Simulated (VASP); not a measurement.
# TiC (Fm-3m) in VASP: settings compared, part 2 of 2

VASP 6.6.1. Earlier steps stand in the parts before.

## Step 3: Single point, BLYP

This run uses another cell than the first one, of 10.50 Å³/atom, 1.034 times its volume.

Contents of INCAR:

```
PREC     = Accurate       # precision mode
ENCUT    = 520            # plane-wave cutoff, eV
EDIFF    = 1E-6           # SCF threshold, eV
ISMEAR   = -1             # smearing method
SIGMA    = 0.05           # smearing width, eV
LREAL    = False          # projectors in reciprocal space
LASPH    = True           # aspherical terms in the spheres
NELM     = 60             # most SCF steps
ALGO     = Normal         # electronic algorithm
ISIF     = 2              # what is computed and relaxed
LWAVE    = False          # write WAVECAR
LCHARG   = True           # write CHGCAR
GGA      = B5             # functional
ALDAX    = 1.0          
AGGAX    = 1.0          
AGGAC    = 1.0          
ALDAC    = 0.0          
LELF     = True           # ELF
LVHAR    = True         
NBANDS   = 15             # bands
```

Contents of KPOINTS:

```
regular mesh
0
Gamma
  11 11 11
```

Contents of POSCAR:

```
TiC
1.0
    0.0000000000      2.1899902817      2.1899902817
    2.1899902817      0.0000000000      2.1899902817
    2.1899902817      2.1899902817      0.0000000000
Ti C
1 1
Direct
    0.0000000000      0.0000000000      0.0000000000
    0.5000000000      0.5000000000      0.5000000000
```

Potentials or basis: VASP PAW PBE potentials, release 64 (Ti_sv, C).

The run is started by

```
$ cat potpaw_PBE.64/Ti_sv/POTCAR potpaw_PBE.64/C/POTCAR > POTCAR
$ mpirun -np 1 vasp_std > vasp.out
```

OUTCAR:

```text
PREC = Accurate
   ENCUT = 520
   EDIFF = 1E-6
   ISMEAR = -1
   LREAL = False
   LASPH = True
   NELM = 60
   ISIF = 2
   GGA = B5

 ion  position               nearest neighbor table
   1  0.000  0.000  0.000-   2 2.19   2 2.19   2 2.19   2 2.19   2 2.19   2 2.19
   2  0.500  0.500  0.500-   1 2.19   1 2.19   1 2.19   1 2.19   1 2.19   1 2.19

  LATTYP: Found a face centered cubic cell.
 ALAT       =     4.3799805634

  Lattice vectors:

 A1 = (   0.0000000000,   2.1899902817,   2.1899902817)
 A2 = (   2.1899902817,   0.0000000000,   2.1899902817)
 A3 = (   2.1899902817,   2.1899902817,   0.0000000000)

Analysis of symmetry for initial positions (statically):
=====================================================================
 Subroutine PRICEL returns:
 Original cell was already a primitive cell.

 Routine SETGRP: Setting up the symmetry group for a
 face centered cubic supercell.

 Subroutine GETGRP returns: Found 48 space group operations
[... 9 lines left out ...]

 Routine SETGRP: Setting up the symmetry group for a
 face centered cubic supercell.

 Subroutine GETGRP returns: Found 48 space group operations
[... 11 lines left out ...]
                                     Primitive cell

  volume of cell :      21.0066

  direct lattice vectors                    reciprocal lattice vectors
     0.000000000  2.189990282  2.189990282    -0.228311515  0.228311515  0.228311515
     2.189990282  0.000000000  2.189990282     0.228311515 -0.228311515  0.228311515
     2.189990282  2.189990282  0.000000000     0.228311515  0.228311515 -0.228311515

  length of vectors
     3.097113958  3.097113958  3.097113958     0.395447145  0.395447145  0.395447145

  position of ions in fractional coordinates (direct lattice)
[... 8 lines left out ...]
----------------------------------------------------------------------------------------

 KPOINTS: regular mesh

Automatic generation of k-mesh.
 Grid dimensions read from file:
 generate k-points for:   11   11   11

 Generating k-lattice:

  Cartesian coordinates                     Fractional coordinates (reciprocal lattice)
    -0.020755592  0.020755592  0.020755592     0.090909091  0.000000000  0.000000000
[... 83 lines left out ...]
   LORBIT       =      0    0 simple, 1 ext, 2 COOP (PROOUT), +10 PAW based schemes
   GGA     = B5    functional components
   LHFCALC =     F    Hartree Fock is set to
   AEXX    =    0.0000 exact exchange contribution
   IVDW    =     0    specifies the selected vdW correction
   LEPSILON=     F    determine dielectric tensor
   LRPA    =     F    only Hartree local field effects (RPA)
 non-spin polarized calculation
  energy-cutoff  :      520.00
  volume of cell :       21.01
 maximum number of plane-waves:       574
   NGX = 11   NGY = 11   NGZ = 11

 number of electron      15.9999996 magnetization

 Free energy of the ion-electron system (eV)
  ---------------------------------------------------
  ext. energy  EPLUGINS =         0.00000000
  ---------------------------------------------------
  free energy    TOTEN  =       -17.04392568 eV

  energy without entropy =      -17.04142089  energy(sigma->0) =      -17.04267329

 E-fermi :   9.5150     XC(G=0): -11.8744

 val. band max:        9.4236067149   @ k =   0.1818   0.1818   0.0000
 cond. band min:       9.5725236330   @ k =   0.0909   0.0000   0.0000
 fundamental gap:      0.1489169181
 Fermi energy:         9.5150114644

 k-point     1 :       0.0000    0.0000    0.0000
  band No.  band energies     occupation
      1     -47.1005      2.00000
      2     -23.2943      2.00000
      3     -23.2943      2.00000
      4     -23.2943      2.00000
      5      -2.6249      2.00000
      6      10.1223      0.00001
      7      10.1223      0.00001
      8      10.1223      0.00001
      9      11.0118      0.00000
     10      11.0118      0.00000
     11      11.0300      0.00000
     12      11.0300      0.00000
     13      11.0300      0.00000
     14      19.7084      0.00000
[... 401 lines left out ...]
      2     -23.5295      2.00000
      3     -23.3875      2.00000
      4     -23.3119      2.00000
      5      -1.0158      2.00000
      6       6.3391      2.00000
      7       7.3330      2.00000
      8       7.6622      2.00000
      9      10.9070      0.00000
     10      11.8970      0.00000
     11      12.8161      0.00000
     12      13.5337      0.00000
     13      16.2823      0.00000
     14      21.1361      0.00000
     15      23.0027      0.00000

 [... further k-points ...]
[... 5 lines left out ...]
  --------------------------------------------------------------------------------------
  -------------------------------------------------------------------------------------
  Total        0.0658453      0.0658453      0.0658453      0.0000000      0.0000000     -0.0000000
  in kB        5.0220238      5.0220238      5.0220238      0.0000000      0.0000000     -0.0000000
  external PRESSURE =       5.0220238 kB  Pullay stress =       0.0000000 kB

 VOLUME and BASIS-vectors are now :
 -----------------------------------------------------------------------------
  energy-cutoff  :      520.00
  volume of cell :       21.01
      direct lattice vectors                 reciprocal lattice vectors
     0.000000000  2.189990282  2.189990282    -0.228311515  0.228311515  0.228311515
     2.189990282  0.000000000  2.189990282     0.228311515 -0.228311515  0.228311515
     2.189990282  2.189990282  0.000000000     0.228311515  0.228311515 -0.228311515

 POSITION                                       TOTAL-FORCE (eV/Angst)
 -----------------------------------------------------------------------------------
      0.00000      0.00000      0.00000         0.000000      0.000000      0.000000
      2.18999      2.18999      2.18999        -0.000000     -0.000000     -0.000000
 -----------------------------------------------------------------------------------
    total drift:                                0.000000     -0.000000     -0.000000

  FREE ENERGIE OF THE ION-ELECTRON SYSTEM (eV)
  ---------------------------------------------------
  free  energy   TOTEN  =       -17.0439256825 eV

  energy  without entropy=      -17.0414208905  energy(sigma->0) =      -17.04267329
```

stdout:

```text
POSCAR found type information on POSCAR TiC
 POSCAR found :  2 types and       2 ions
 scaLAPACK will be used
 -----------------------------------------------------------------------------
|                                                                             |
|                                                                             |
|     You enforced a specific xc type in the INCAR file but a different       |
|     I HOPE YOU KNOW WHAT YOU ARE DOING!                                     |
|                                                                             |
 -----------------------------------------------------------------------------

 LDA part: xc-table for (Slater(with rela. corr.)+VWN5), standard interpolation
 POSCAR, INCAR and KPOINTS ok, starting setup
 FFT: planning ... GRIDC
 FFT: planning ... GRID_SOFT
 FFT: planning ... GRID
 WAVECAR not read
 entering main loop
```

It took 55 s on 1 thread of AMD EPYC 7R13, shared host; peak memory 0.12 GiB.

Results:

| Property | Result |
| --- | --- |
| Free energy | -17.0439 eV |
| Pressure | 0.5 GPa |
| Band gap on the k mesh | zero (band 8 reaches 10.12 eV, above the bottom of band 9 at 9.05 eV) |

Caveat: the PAW data sets were made with another functional, which shifts forces and pressure a little.

## Step 4: Relaxation of cell and atoms, BLYP

Contents of INCAR:

```
SYSTEM = TiC
PREC     = Accurate       ! precision mode
ENCUT    = 600            ! plane-wave cutoff, eV
EDIFF    = 1E-6           ! SCF threshold, eV
ISMEAR   = -1             ! smearing method
SIGMA    = 0.05           ! smearing width, eV
LREAL    = .False.        ! projectors in reciprocal space
LASPH    = .True.         ! aspherical terms in the spheres
NELM     = 60             ! most SCF steps
ALGO     = Normal         ! electronic algorithm
ISIF     = 3              ! what is computed and relaxed
LWAVE    = .False.        ! write WAVECAR
LCHARG   = .False.        ! write CHGCAR
GGA      = B5             ! functional
ALDAX    = 1.0          
AGGAX    = 1.0          
AGGAC    = 1.0          
ALDAC    = 0.0          
IBRION   = 2              ! ionic algorithm
NSW      = 60             ! ionic steps
EDIFFG   = -0.01          ! ionic threshold
```

Contents of KPOINTS:

```
Automatic mesh
0
Gamma
  11 11 11
  0 0 0
```

Contents of POSCAR:

```
TiC
1.0
    0.0000000000      2.1657188437      2.1657188437
    2.1657188437      0.0000000000      2.1657188437
    2.1657188437      2.1657188437      0.0000000000
Ti C
1 1
Direct
    0.0000000000      0.0000000000      0.0000000000
    0.5000000000      0.5000000000      0.5000000000
```

The run is started by

```
$ cat potpaw_PBE.64/Ti_sv/POTCAR potpaw_PBE.64/C/POTCAR > POTCAR
$ mpirun -np 1 vasp_std > vasp.out
```

It took 2.5 min on 1 thread of AMD EPYC 7R13, shared host; peak memory 0.13 GiB.

It converged, with:

```yaml
Free_energy: -17.0437 eV
Relaxed_volume: 10.53 Å³/atom
Relaxed_cell: a = 3.100 Å, b = 3.100 Å, c = 3.100 Å, α = 60.00°, β = 60.00°, γ = 60.00°
Space_group_after_relaxing_to_0.05_Å: Fm-3m (No. 225)
Energy_gained_by_relaxing: 9.7 meV/atom
Ionic_steps: 3
Pressure_after_relaxing: -0.1 GPa
Band_gap_on_the_k_mesh: zero (band 8 reaches 10.09 eV, above the bottom of band 9 at 9.03 eV)
```

Step by step:
```
step  energy change (eV)  largest force (eV/Å)  pressure (GPa)  volume (Å³)
   1              0.0000                0.0000            8.75        20.32
   2              0.0085                0.0000           -9.18        21.99
   3             -0.0195                0.0000           -0.11        21.06
```

Final structure:
```
Ti C
1.0
     0.00000    2.19176    2.19176
     2.19176    0.00000    2.19176
     2.19176    2.19176    0.00000
Ti C
1 1
Cartesian
  0.0000 0.0000 0.0000
  2.1918 2.1918 2.1918
```

Levels at points of the mesh, in eV from the Fermi level:
```tsv
k point	band 4	band 5	band 6	band 7	band 8	band 9	band 10	band 11	band 12
(0.00, 0.00, 0.00)	-32.82	-12.13	0.61	0.61	0.61	1.49	1.51	1.51	1.51
```

Caveat: the PAW data sets were made with another functional, which shifts forces and pressure a little.

## Step 5: Relaxation of cell and atoms, PBE+D3(BJ)

Contents of INCAR:

```
SYSTEM = TiC
ALGO = Normal
EDIFF = 1E-6
EDIFFG = -0.01
ENCUT = 600
GGA = PE
IBRION = 2
ISIF = 3
ISMEAR = -1
IVDW = 12
LASPH = .True.
LCHARG = .False.
LREAL = .False.
LWAVE = .False.
NELM = 80
NSW = 60
PREC = Accurate
SIGMA = 0.05
```

Contents of KPOINTS:

```
k-points
0
Gamma
  11 11 11
  0 0 0
```

POSCAR is that of step 4.

The run is started by

```
$ cat potpaw_PBE.64/Ti_sv/POTCAR potpaw_PBE.64/C/POTCAR > POTCAR
$ mpirun -np 1 vasp_std > vasp.out
```

It took 76 s on 1 thread of AMD EPYC 7R13, shared host; peak memory 0.13 GiB.

Results (log left out):

| Item | Value |
| --- | --- |
| Free energy | -19.6140 eV |
| Relaxed volume | 9.88 Å³/atom |
| Relaxed cell | a = 3.035 Å, b = 3.035 Å, c = 3.035 Å, α = 60.00°, β = 60.00°, γ = 60.00° |
| Space group after relaxing (to 0.05 Å) | Fm-3m (No. 225) |
| Energy gained by relaxing | 6.1 meV/atom |
| Ionic steps | 3 |
| Pressure after relaxing | 0.0 GPa |
| Band gap on the k mesh | zero (band 8 reaches 10.44 eV, above the bottom of band 9 at 9.32 eV) |
| Dispersion energy per atom | -0.458 eV |

The path:
| step | energy change (eV) | largest force (eV/Å) | pressure (GPa) | volume (Å³) |
| --- | --- | --- | --- | --- |
| 1 | 0.0000 | 0.0000 | -6.91 | 20.32 |
| 2 | 0.0098 | 0.0000 | 10.28 | 19.06 |
| 3 | -0.0122 | 0.0000 | -0.02 | 19.77 |

Final structure:
```yaml
crystal:
  lattice:
    - [0.00000, 2.14601, 2.14601]
    - [2.14601, 0.00000, 2.14601]
    - [2.14601, 2.14601, 0.00000]
  atoms:
    - { symbol: Ti, position: [0.00000, 0.00000, 0.00000] }
    - { symbol: C, position: [0.50000, 0.50000, 0.50000] }
```

Levels at points of the mesh, in eV from the Fermi level:
| k point | band 5 | band 6 | band 7 | band 8 | band 9 | band 10 | band 11 | band 12 |
| --- | --- | --- | --- | --- | --- | --- | --- | --- |
| (0.00, 0.00, 0.00) | -12.59 | 0.64 | 0.64 | 0.64 | 1.65 | 1.65 | 1.65 | 1.70 |

Caveat: pairwise dispersion overbinds metals, which lowers pressure and volume.

## Step 6: Single point, PBEsol

Contents of INCAR:

```
SYSTEM = TiC
PREC = Accurate ; ENCUT = 520
EDIFF = 1E-6 ; ISMEAR = -1
SIGMA = 0.05 ; LREAL = .FALSE.
LASPH = .TRUE. ; NELM = 100
ALGO = Normal ; ISIF = 2
LWAVE = .FALSE. ; LCHARG = .FALSE.
GGA = PS ; NBANDS = 15
```

Contents of KPOINTS:

```
Automatic mesh
0
G
  10 10 10
  0 0 0
```

POSCAR is that of step 5.

Potentials or basis: VASP PAW PBE potentials, release 64 (Ti_sv, C).

The run is started by

```
$ cat potpaw_PBE.64/Ti_sv/POTCAR potpaw_PBE.64/C/POTCAR > POTCAR
$ mpirun -np 1 vasp_std > vasp.out
```

Run time: 8.9 s. Hardware: 1 thread of Intel Xeon Platinum 8488C (Sapphire Rapids), shared host; peak memory 0.14 GiB.

Results (log left out):

```yaml
Free_energy: -19.7921 eV
Pressure: -6.5 GPa
Band_gap_on_the_k_mesh: zero (band 8 reaches 9.96 eV, above the bottom of band 9 at 8.91 eV)
```

Levels at points of the mesh, in eV from the Fermi level:
| k point | band 5 | band 6 | band 7 | band 8 | band 9 | band 10 | band 11 | band 12 |
| --- | --- | --- | --- | --- | --- | --- | --- | --- |
| (0.00, 0.00, 0.00) | -12.41 | 0.62 | 0.62 | 0.62 | 1.66 | 1.66 | 1.66 | 1.68 |
| (0.50, 0.00, 0.00) | -8.89 | -5.92 | -2.94 | -2.94 | 2.87 | 2.87 | 4.06 | 8.11 |
| (0.50, 0.50, 0.00) | -10.10 | -3.49 | -1.72 | -0.07 | -0.07 | 2.69 | 3.48 | 3.48 |

Caveat: the PAW data sets were made with another functional, which shifts forces and pressure a little.

## Step 7: Summary

| task | level | cell | k mesh | cutoff (eV) | smearing | gap on the mesh (eV) | pressure (GPa) | relaxed volume (Å³/atom) |
| --- | --- | --- | --- | --- | --- | --- | --- | --- |
| single point | PBE | a = 3.063 Å, angles 60.0°, 2 atoms | 11 × 11 × 11 | 520 | gaussian 0.027 eV | none | 0.5 | - |
| single point | BLYP | a = 3.097 Å, angles 60.0°, 2 atoms | 11 × 11 × 11 | 520 | fermi-dirac 0.05 eV | none | 0.5 | - |
| relaxation of cell and atoms | BLYP | relaxed from a = 3.063 Å, angles 60.0°, 2 atoms | 11 × 11 × 11 | 600 | fermi-dirac 0.05 eV | none | -0.1 | 10.53 |
| relaxation of cell and atoms | PBE+D3(BJ) | relaxed from a = 3.063 Å, angles 60.0°, 2 atoms | 11 × 11 × 11 | 600 | fermi-dirac 0.05 eV | none | 0.0 | 9.88 |
| single point | PBEsol | a = 3.063 Å, angles 60.0°, 2 atoms | 10 × 10 × 10 | 520 | fermi-dirac 0.05 eV | none | -6.5 | - |

Alike in all rows: potentials or basis VASP PAW PBE potentials, release 64 (Ti_sv, C); no spin polarisation.

Caveats: the PAW data sets were made with another functional, which shifts forces and pressure a little (some runs); pairwise dispersion overbinds metals, which lowers pressure and volume (some runs).

Total energies depend on the potentials used, so only differences within one code and one set of settings carry meaning.
